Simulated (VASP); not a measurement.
# Mo2C in VASP: notebook

Mo2C is run at these levels: PBEsol; tasks: single point.

All numbers are computed with VASP 6.6.1; they aren't measurements. Logs are shortened: lines on timing, memory, paths and dates and some standing lists are left out, and cuts for length are marked.

## 1. The cell of the first run

The cell holds a slab with vacuum, 6 atoms: a = 3.056 Å, b = 3.056 Å, c = 20.961 Å, α = 90.00°, β = 90.00°, γ = 120.00°.

## 2. Single point, PBEsol

Input file INCAR:

```
ALGO = Normal
DIPOL = 0.5 0.5 0.500
EDIFF = 1E-6
EFIELD = 0.1
ENCUT = 520
GGA = PS
IDIPOL = 3
ISIF = 2
ISMEAR = -1
LASPH = T
LCHARG = F
LDIPOL = T
LREAL = F
LWAVE = F
NBANDS = 41
NELM = 100
PREC = Accurate
SIGMA = 0.15
```

Input file KPOINTS:

```
k-points
0
Gamma
  6 6 1
```

Input file POSCAR:

```
Mo2C
1.0
    3.0560497000      0.0000000000      0.0000000000
   -1.5280248500      2.6466166800      0.0000000000
    0.0000000000      0.0000000000     20.9605837615
Mo C
4 2
Direct
    0.3333333333      0.6666666667      0.3339601645
    0.6666666667      0.3333333333      0.4447217223
    0.3333333333      0.6666666667      0.5552782777
    0.6666666667      0.3333333333      0.6660398355
    0.0000000000      0.0000000000      0.3893409434
    0.0000000000      0.0000000000      0.6106590566
```

Potentials or basis: VASP PAW PBE potentials, release 64 (Mo_sv, C).

Started as:

```bash
$ cat potpaw_PBE.64/Mo_sv/POTCAR potpaw_PBE.64/C/POTCAR > POTCAR
$ mpirun -np 1 vasp_std > vasp.out
```

OUTCAR:

```text
EDIFF = 1E-6
   ENCUT = 520
   GGA = PS
   ISIF = 2
   ISMEAR = -1
   LASPH = T
   LREAL = F
   NELM = 100
   PREC = Accurate

 ion  position               nearest neighbor table
   1  0.333  0.667  0.334-   5 2.11   5 2.11   5 2.11   2 2.92   2 2.92   2 2.92
   2  0.667  0.333  0.445-   5 2.11   5 2.11   5 2.11   3 2.91   3 2.91   3 2.91   1 2.92   1 2.92
                             1 2.92
   3  0.333  0.667  0.555-   6 2.11   6 2.11   6 2.11   2 2.91   2 2.91   2 2.91   4 2.92   4 2.92
                             4 2.92
   4  0.667  0.333  0.666-   6 2.11   6 2.11   6 2.11   3 2.92   3 2.92   3 2.92
   5  0.000  0.000  0.389-   1 2.11   2 2.11   2 2.11   1 2.11   2 2.11   1 2.11
   6  0.000  0.000  0.611-   3 2.11   4 2.11   4 2.11   3 2.11   4 2.11   3 2.11

  LATTYP: Found a hexagonal cell.
 ALAT       =     3.0560497000
 C/A-ratio  =     6.8587182209

  Lattice vectors:

 A1 = (   3.0560497000,   0.0000000000,   0.0000000000)
 A2 = (  -1.5280248500,   2.6466166800,   0.0000000000)
 A3 = (   0.0000000000,   0.0000000000,  20.9605837615)

Analysis of symmetry for initial positions (statically):
=====================================================================
 Subroutine PRICEL returns:
 Original cell was already a primitive cell.

 Routine SETGRP: Setting up the symmetry group for a
 hexagonal supercell.

 Subroutine GETGRP returns: Found 12 space group operations
 (whereof 12 operations were pure point group operations)
 out of a pool of 24 trial point group operations.

The static configuration has the point symmetry D_3d.

Analysis of symmetry for dynamics (positions and initial velocities):
=====================================================================
 An external electric field (EFIELD) may reduce the allowed symmetry operations
 Subroutine PRICEL returns:
 Original cell was already a primitive cell.

 Routine SETGRP: Setting up the symmetry group for a
 hexagonal supercell.

 Subroutine GETGRP returns: Found  6 space group operations
 (whereof  6 operations were pure point group operations)
 out of a pool of 24 trial point group operations.

The dynamic configuration has the point symmetry C_3v.

 Subroutine INISYM returns: Found  6 space group operations
 (whereof  6 operations are pure point group operations),
 and found     1 'primitive' translations

----------------------------------------------------------------------------------------

                                     Primitive cell

  volume of cell :     169.5332

  direct lattice vectors                    reciprocal lattice vectors
     3.056049700  0.000000000  0.000000000     0.327219809  0.188920445  0.000000000
    -1.528024850  2.646616680  0.000000000     0.000000000  0.377840889  0.000000000
     0.000000000  0.000000000 20.960583762     0.000000000  0.000000000  0.047708595

  length of vectors
     3.056049700  3.056049704 20.960583762     0.377840890  0.377840889  0.047708595

  position of ions in fractional coordinates (direct lattice)
     0.333333333  0.666666667  0.333960164
     0.666666667  0.333333333  0.444721722
     0.333333333  0.666666667  0.555278278
     0.666666667  0.333333333  0.666039836
     0.000000000  0.000000000  0.389340943
     0.000000000  0.000000000  0.610659057

  ion indices of the primitive-cell ions
   primitive index   ion index
                 1           1
                 2           2
                 3           3
                 4           4
                 5           5
                 6           6

----------------------------------------------------------------------------------------

 KPOINTS: k-points

Automatic generation of k-mesh.
 Grid dimensions read from file:
 generate k-points for:    6    6    1

 Generating k-lattice:

  Cartesian coordinates                     Fractional coordinates (reciprocal lattice)
     0.054536635  0.031486741  0.000000000     0.166666667  0.000000000  0.000000000
     0.000000000  0.062973482  0.000000000     0.000000000  0.166666667  0.000000000
     0.000000000  0.000000000  0.047708595     0.000000000  0.000000000  1.000000000

  Length of vectors
     0.062973482  0.062973482  0.047708595

  Shift w.r.t. Gamma in fractional coordinates (k-lattice)
     0.000000000  0.000000000  0.000000000

 Subroutine IBZKPT returns following result:
 ===========================================

 Found      7 irreducible k-points:

 Following reciprocal coordinates:
            Coordinates               Weight
  0.000000  0.000000  0.000000      1.000000
  0.166667 -0.000000  0.000000      6.000000
  0.333333 -0.000000  0.000000      6.000000
  0.500000 -0.000000  0.000000      3.000000
  0.166667  0.166667  0.000000      6.000000
  0.333333  0.166667  0.000000     12.000000
  0.333333  0.333333  0.000000      2.000000
   k-points           NKPTS =      7   k-points in BZ     NKDIM =      7   number of bands    NBANDS=     41
   number of dos      NEDOS =    301   number of ions     NIONS =      6
   total plane-waves  NPLWV =  92160
   dimension x,y,z NGX =    24 NGY =   24 NGZ =  160
   dimension x,y,z NGXF=    48 NGYF=   48 NGZF=  320
   ions per type =               4   2
   NGX,Y,Z   is equivalent  to a cutoff of  13.06, 13.06, 12.69 a.u.
   NGXF,Y,Z  is equivalent  to a cutoff of  26.11, 26.11, 25.38 a.u.
 SYSTEM =  unknown system
   PREC   = accura    normal or accurate (medium, high low for compatibility)
   ISTART =      0    job   : 0-new  1-cont  2-samecut
   ICHARG =      2    charge: 1-file 2-atom 10-const
   ISPIN  =      1    spin polarized calculation?
   LNONCOLLINEAR =      F non collinear calculations
   LSORBIT =      F    spin-orbit coupling
   LASPH  =      T    aspherical Exc in radial PAW
   ENCUT  =  520.0 eV  38.22 Ry    6.18 a.u.   5.68  5.68 38.97*2*pi/ulx,y,z
   NELM   =    100;   NELMIN=  2; NELMDL= -5     # of ELM steps
   EDIFF  = 0.1E-05   stopping-criterion for ELM
   LREAL  =      F    real-space projection
   EDIFFG = 0.1E-04   stopping-criterion for IOM
   NSW    =      0    number of steps for IOM
   IBRION =     -1    ionic relax: 0-MD 1-quasi-New 2-CG
   NFREE  =      0    steps in history (QN), initial steepest desc. (CG)
   ISIF   =      2    stress and relaxation
   ISYM   =      2    0-nonsym 1-usesym 2-fastsym
   POTIM  = 0.5000    time-step for ionic-motion
   TEBEG  =    0.0;   TEEND  =   0.0 temperature during run
   PSTRESS=    0.0 pullay stress
   NELECT =      64.0000    total number of electrons
   NUPDOWN=      -1.0000    fix difference up-down
   EMIN   =  10.00;   EMAX   =-10.00  energy-range for DOS
   EFERMI =   0.00;   METHOD = LEGACY
   ISMEAR =    -1;   SIGMA  =   0.15  broadening in eV -4-tet -1-fermi 0-gaus
   EFERMI_NEDOS =   21; number of points for ismear=-14 and -15
   IALGO  =     38    algorithm
   IMIX   =      4    mixing-type and parameters
     AMIX     =   0.40;   BMIX     =  1.00
     AMIX_MAG =   1.60;   BMIX_MAG =  1.00
  volume/ion in A,a.u.               =      28.26       190.68
  Fermi-wavevector in a.u.,A,eV,Ry     =   1.183177  2.235881 19.046916  1.399909
  Thomas-Fermi vector in A             =   2.319417
   LORBIT       =      0    0 simple, 1 ext, 2 COOP (PROOUT), +10 PAW based schemes
   GGA     = PS    functional components
   LHFCALC =     F    Hartree Fock is set to
   AEXX    =    0.0000 exact exchange contribution
   IVDW    =     0    specifies the selected vdW correction
   LEPSILON=     F    determine dielectric tensor
   LRPA    =     F    only Hartree local field effects (RPA)
 non-spin polarized calculation
  energy-cutoff  :      520.00
  volume of cell :      169.53
 maximum number of plane-waves:      4578
 NGX is ok and might be reduce to    24
   NGX = 11   NGY = 11   NGZ = 77

 dipolmoment           0.000000      0.000000     -0.402737 electrons x Angstroem

 number of electron      63.9999994 magnetization

 dipolmoment           0.000000      0.000000      0.049569 electrons x Angstroem

 Free energy of the ion-electron system (eV)
  ---------------------------------------------------
  ext. energy  EPLUGINS =         0.00000000
  ---------------------------------------------------
  free energy    TOTEN  =       -64.41392756 eV

  energy without entropy =      -64.14879938  energy(sigma->0) =      -64.28136347

 E-fermi :   2.7421     XC(G=0):  -6.9170

 val. band max:        2.6187484303   @ k =   0.1667  -0.0000   0.0000
 cond. band min:       2.8018336773   @ k =   0.1667   0.1667   0.0000
 fundamental gap:      0.1830852470
 Fermi energy:         2.7420889273

 k-point     1 :       0.0000    0.0000    0.0000
  band No.  band energies     occupation
      1     -58.7732      2.00000
      2     -58.7067      2.00000
      3     -58.6075      2.00000
      4     -58.5972      2.00000
      5     -33.2978      2.00000
      6     -33.0857      2.00000
[... 33 lines left out ...]
     40       4.0066      0.00044
     41       4.0066      0.00044

 k-point     2 :       0.1667   -0.0000    0.0000
  band No.  band energies     occupation
      1     -58.7506      2.00000
      2     -58.6905      2.00000
      3     -58.5944      2.00000
      4     -58.5867      2.00000
      5     -33.2381      2.00000
      6     -33.0924      2.00000
[... 33 lines left out ...]
     40       4.2553      0.00008
     41       4.5023      0.00002

 k-point     3 :       0.3333   -0.0000    0.0000
  band No.  band energies     occupation
      1     -58.7018      2.00000
      2     -58.6600      2.00000
      3     -58.5688      2.00000
      4     -58.5659      2.00000
      5     -33.2081      2.00000
      6     -33.1295      2.00000
[... 33 lines left out ...]
     40       4.8028      0.00000
     41       5.3425      0.00000

 k-point     4 :       0.5000   -0.0000    0.0000
  band No.  band energies     occupation
      1     -58.6730      2.00000
      2     -58.6483      2.00000
      3     -58.5568      2.00000
      4     -58.5553      2.00000
      5     -33.2969      2.00000
      6     -33.2617      2.00000
[... 33 lines left out ...]
     40       5.0497      0.00000
     41       5.5350      0.00000

 k-point     5 :       0.1667    0.1667    0.0000
  band No.  band energies     occupation
      1     -58.7146      2.00000
      2     -58.6672      2.00000
      3     -58.5751      2.00000
      4     -58.5711      2.00000
      5     -33.1452      2.00000
      6     -33.1440      2.00000
[... 33 lines left out ...]
     40       5.3261      0.00000
     41       6.1939      0.00000

 k-point     6 :       0.3333    0.1667    0.0000
  band No.  band energies     occupation
      1     -58.6732      2.00000
      2     -58.6482      2.00000
      3     -58.5568      2.00000
      4     -58.5553      2.00000
      5     -33.2320      2.00000
      6     -33.1876      2.00000
[... 33 lines left out ...]
     40       5.6354      0.00000
     41       6.3403      0.00000

 k-point     7 :       0.3333    0.3333    0.0000
  band No.  band energies     occupation
      1     -58.6509      2.00000
      2     -58.6501      2.00000
      3     -58.5511      2.00000
      4     -58.5497      2.00000
      5     -33.1348      2.00000
      6     -33.1340      2.00000
[... 33 lines left out ...]
     40       5.6680      0.00000
     41       6.6476      0.00000

------------------------ aborting loop because EDIFF is reached ----------------------------------------

 vacuum level on the upper side and lower side of the slab       (xc-potential included)        -0.651         0.291

  FORCE on cell =-STRESS in cart. coord.  units (eV):
  Direction    XX          YY          ZZ          XY          YZ          ZX
  --------------------------------------------------------------------------------------
  -------------------------------------------------------------------------------------
  Total       -5.6884745     -5.6884745     -4.8392220      0.0000000      0.0000000      0.0000000
  in kB      -53.7590477    -53.7590479    -45.7331690      0.0000000      0.0000000      0.0000000
  external PRESSURE =     -51.0837549 kB  Pullay stress =       0.0000000 kB

 VOLUME and BASIS-vectors are now :
 -----------------------------------------------------------------------------
  energy-cutoff  :      520.00
  volume of cell :      169.53
      direct lattice vectors                 reciprocal lattice vectors
     3.056049700  0.000000000  0.000000000     0.327219809  0.188920445  0.000000000
    -1.528024850  2.646616680  0.000000000     0.000000000  0.377840889  0.000000000
     0.000000000  0.000000000 20.960583762     0.000000000  0.000000000  0.047708595

 POSITION                                       TOTAL-FORCE (eV/Angst)
 -----------------------------------------------------------------------------------
     -0.00000      1.76441      7.00000         0.000000     -0.000000      1.221109
      1.52802      0.88221      9.32163         0.000000     -0.000000      0.194109
     -0.00000      1.76441     11.63896        -0.000000      0.000000     -0.197078
      1.52802      0.88221     13.96058        -0.000000      0.000000     -1.215807
      0.00000      0.00000      8.16081        -0.000000      0.000000     -0.890311
      0.00000      0.00000     12.79977        -0.000000      0.000000      0.887978
 -----------------------------------------------------------------------------------
    total drift:                               -0.000000      0.000000      0.000256

  FREE ENERGIE OF THE ION-ELECTRON SYSTEM (eV)
  ---------------------------------------------------
  free  energy   TOTEN  =       -64.4139275624 eV

  energy  without entropy=      -64.1487993836  energy(sigma->0) =      -64.28136347

 vacuum level on the upper side and lower side of the slab         6.965         7.897
```

Wall time 82 s (1 thread of Intel Xeon Platinum 8488C (Sapphire Rapids), shared host); peak memory 0.29 GiB.

Results:

- Free energy: -64.4139 eV
- Largest force: 1.221 eV/Å
- Band gap on the k mesh: zero (band 32 reaches 3.57 eV, above the bottom of band 33 at 2.00 eV)

Forces on the atoms (eV/Å):
```
Mo   0.000  0.000  1.221
Mo   0.000  0.000  0.194
Mo   0.000  0.000 -0.197
Mo   0.000  0.000 -1.216
C    0.000  0.000 -0.890
C    0.000  0.000  0.888
```

Caveat: the k points lie up to 0.40 Å⁻¹ apart; the PAW data sets were made with another functional, which shifts forces and pressure a little.

## 3. Single point, PBEsol

Input file INCAR:

```
SYSTEM = Mo2C
  PREC = Accurate
  ENCUT = 520
  EDIFF = 1E-6
  ISMEAR = -1
  SIGMA = 0.15
  LREAL = .False.
  LASPH = .True.
  NELM = 80
  ALGO = Normal
  ISIF = 2
  LWAVE = .False.
  LCHARG = .False.
  LDIPOL = .True.
  IDIPOL = 3
  DIPOL = 0.5 0.5 0.500
  GGA = PS
  EFIELD = 0.05
  NBANDS = 41
```

Input file KPOINTS:

```
Automatic mesh
0
Gamma
  6 6 1
  0 0 0
```

POSCAR is that of step 2.

Potentials or basis: VASP PAW PBE potentials, release 64 (Mo_sv, C).

Started as:

```bash
$ cat potpaw_PBE.64/Mo_sv/POTCAR potpaw_PBE.64/C/POTCAR > POTCAR
$ mpirun -np 1 vasp_std > vasp.out
```

Wall time 80 s (1 thread of Intel Xeon Platinum 8488C (Sapphire Rapids), shared host); peak memory 0.29 GiB.

It converged, with:

| Quantity | Value |
| --- | --- |
| Free energy | -64.4121 eV |
| Largest force | 1.220 eV/Å |
| Band gap on the k mesh | zero (band 32 reaches 3.57 eV, above the bottom of band 33 at 1.99 eV) |

Forces in eV/Å, atoms in the order of the input:
```
Mo   0.000  0.000  1.220
Mo   0.000  0.000  0.195
Mo   0.000  0.000 -0.196
Mo   0.000  0.000 -1.217
C    0.000  0.000 -0.890
C    0.000  0.000  0.889
```

Levels at points of the mesh, in eV from the Fermi level:
| k point | band 27 | band 28 | band 29 | band 30 | band 31 | band 32 | band 33 | band 34 | band 35 | band 36 |
| --- | --- | --- | --- | --- | --- | --- | --- | --- | --- | --- |
| (0.00, 0.00, 0.00) | -1.84 | -1.84 | -1.52 | -1.39 | -1.39 | -0.78 | -0.75 | -0.60 | -0.60 | 0.29 |
| (0.50, 0.00, 0.00) | -2.32 | -1.44 | -0.40 | -0.31 | 0.20 | 0.82 | 1.11 | 1.33 | 1.37 | 1.69 |

Caveat: the k points lie up to 0.40 Å⁻¹ apart; the PAW data sets were made with another functional, which shifts forces and pressure a little.

## 4. Single point, PBEsol

Input file INCAR:

```
ALGO = Normal
DIPOL = 0.5 0.5 0.500
EDIFF = 1E-6
ENCUT = 520
GGA = PS
IDIPOL = 3
ISIF = 2
ISMEAR = -1
LASPH = T
LCHARG = T
LDIPOL = T
LELF = T
LREAL = F
LVACPOTAV = T
LVHAR = T
LWAVE = F
NBANDS = 41
NELM = 80
PREC = Accurate
SIGMA = 0.15
```

Input file KPOINTS:

```
k-points
0
Gamma
  6 6 1
```

POSCAR is that of step 3.

Started as:

```bash
$ cat potpaw_PBE.64/Mo_sv/POTCAR potpaw_PBE.64/C/POTCAR > POTCAR
$ mpirun -np 1 vasp_std > vasp.out
```

Wall time 61 s (1 thread of Intel Xeon Platinum 8488C (Sapphire Rapids), shared host); peak memory 0.29 GiB.

The run converged. Its results:

```
Free energy            : -64.4115 eV
Largest force          : 1.218 eV/Å
Band gap on the k mesh : zero (band 32 reaches 3.57 eV, above the bottom of band 33 at 1.99 eV)
```

Forces on the atoms (eV/Å):
```
Mo   0.000  0.000  1.218
Mo   0.000  0.000  0.196
Mo   0.000  0.000 -0.196
Mo   0.000  0.000 -1.218
C    0.000  0.000 -0.889
C    0.000  0.000  0.889
```

Levels at points of the mesh, in eV from the Fermi level:
```tsv
k point	band 27	band 28	band 29	band 30	band 31	band 32	band 33	band 34	band 35	band 36
(0.00, 0.00, 0.00)	-1.84	-1.84	-1.52	-1.39	-1.39	-0.78	-0.75	-0.60	-0.60	0.29
(0.50, 0.00, 0.00)	-2.32	-1.44	-0.40	-0.31	0.20	0.82	1.11	1.33	1.37	1.69
```

Caveat: the k points lie up to 0.40 Å⁻¹ apart; the PAW data sets were made with another functional, which shifts forces and pressure a little.

## 5. Overview

| electric field (eV/Å) | gap on the mesh (eV) | largest force (eV/Å) |
| --- | --- | --- |
| -0.1 | none | 1.22 |
| -0.05 | none | 1.22 |
| - | none | 1.22 |

Alike in all rows: task single point; level PBEsol; potentials or basis VASP PAW PBE potentials, release 64 (Mo_sv, C); no spin polarisation; cell as given; k mesh 6 × 6 × 1; cutoff (eV) 520; smearing fermi-dirac 0.15 eV.

Caveats: all runs use coarse meshes; the PAW data sets were made with another functional, which shifts forces and pressure a little.

Total energies depend on the potentials used, so only differences within one code and one set of settings carry meaning.
